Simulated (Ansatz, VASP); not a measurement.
Two plane-wave programs on Sc

The input INCAR:

```
SYSTEM = Sc
PREC     = Accurate       ! precision mode
ENCUT    = 520            ! plane-wave cutoff, eV
EDIFF    = 1E-7           ! SCF threshold, eV
ISMEAR   = -1             ! smearing method
SIGMA    = 0.05           ! smearing width, eV
LREAL    = .FALSE.        ! projectors in reciprocal space
LASPH    = .TRUE.         ! aspherical terms in the spheres
NELM     = 60             ! most SCF steps
ALGO     = Normal         ! electronic algorithm
ISIF     = 2              ! what is computed and relaxed
LWAVE    = .FALSE.        ! write WAVECAR
LCHARG   = .TRUE.         ! write CHGCAR
GGA      = CA             ! functional
LELF     = .TRUE.         ! ELF
LVHAR    = .TRUE.       
NBANDS   = 18             ! bands
```

File KPOINTS:

```
Automatic mesh
0
G
  15 15 8
  0 0 0
```

Contents of POSCAR:

```
Sc
1.0
    3.0995369931      0.0000000000      0.0000000000
   -1.5497684966      2.6842777760      0.0000000000
    0.0000000000      0.0000000000      4.7676826706
Sc
2
Direct
    0.3333333333      0.6666666667      0.2500000000
    0.6666666667      0.3333333333      0.7500000000
```

Input for Ansatz:

```yaml
crystal:
  lattice:
    - [3.0995369931, 0.0, 0.0]
    - [-1.5497684966, 2.684277776, 0.0]
    - [0.0, 0.0, 4.7676826706]
  atoms:
    - { symbol: Sc, position: [0.3333333333, 0.6666666667, 0.25] }
    - { symbol: Sc, position: [0.6666666667, 0.3333333333, 0.75] }
kpoints:
  mp_grid: { grid: [15, 15, 8] }
scf:
  occupations: { method: fermi_dirac, width: 0.05 }
hamiltonian:
  xc: lda
  pseudopotentials: { kind: paw }
output:
  forces: true
  stress: true
  eigenvalues: true
  populations: true
  write_density: true
  write_potential: true
  elf: true
  volumetric_format: npy
```

Change from the starting cell: volume scaled by 0.88, PAW files.

Alike in both runs: task single point; functional LDA; k mesh 15 × 15 × 8; occupations fermi-dirac, width 0.05 eV; no spin polarisation.

|  | VASP | Ansatz |
| --- | --- | --- |
| version | VASP 6.6.1 | Ansatz 0.2.0 |
| potentials or method | VASP PAW LDA potentials, release 64 (Sc_sv) | PAW with Ansatz's default frozen-core files, scalar-relativistic |
| plane-wave cutoff (eV) | 520 | 420 |
| valence electrons in the cell | 22 | 22 |

Ansatz gave:

| Item | Value |
| --- | --- |
| pressure (GPa) | 9.6 |

Q: Estimate VASP's values.

A: Pressure (GPa): 9.7.

LDA's correlation is that of Perdew and Zunger in VASP and of Perdew and Wang (1992) in Ansatz.
